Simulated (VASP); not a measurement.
A run of VASP 6.6.1:

Contents of INCAR:

```
SYSTEM = Al3Pd
PREC = Accurate ; ENCUT = 520
EDIFF = 1E-7 ; ISMEAR = 0
SIGMA = 0.1 ; LREAL = .False.
LASPH = .True. ; NELM = 100
ALGO = Fast ; ISIF = 2
LWAVE = .False. ; LCHARG = .False.
GGA = PE ; NBANDS = 18
```

File KPOINTS:

```
Automatic mesh
0
Gamma
  12 12 12
  0 0 0
```

POSCAR

```
Al3Pd
1.0
    3.9469100000      0.0000000000      0.0000000000
    0.0000000000      3.9469100000      0.0000000000
    0.0000000000      0.0000000000      3.9469100000
Al Pd
3 1
Direct
    0.0000000000      0.5000000000      0.5000000000
    0.5000000000      0.0000000000      0.5000000000
    0.5000000000      0.5000000000      0.0000000000
    0.0000000000      0.0000000000      0.0000000000
```

Potentials or basis: VASP PAW PBE potentials, release 64 (Al, Pd).

The run is started by

```bash
$ cat potpaw_PBE.64/Al/POTCAR potpaw_PBE.64/Pd/POTCAR > POTCAR
$ mpirun -np 1 vasp_std > vasp.out
```

Hardware: 1 thread of Intel(R) Xeon(R) Platinum 8259CL CPU @ 2.50GHz (Skylake/Cascade Lake), on a shared host.

Task: How long does it take, and how much memory?

Result: Run time: 73 s on 1 thread of Intel(R) Xeon(R) Platinum 8259CL CPU @ 2.50GHz (Skylake/Cascade Lake), on a shared host, peak memory 0.22 GiB. Counts: scf iterations 16, k points 84.
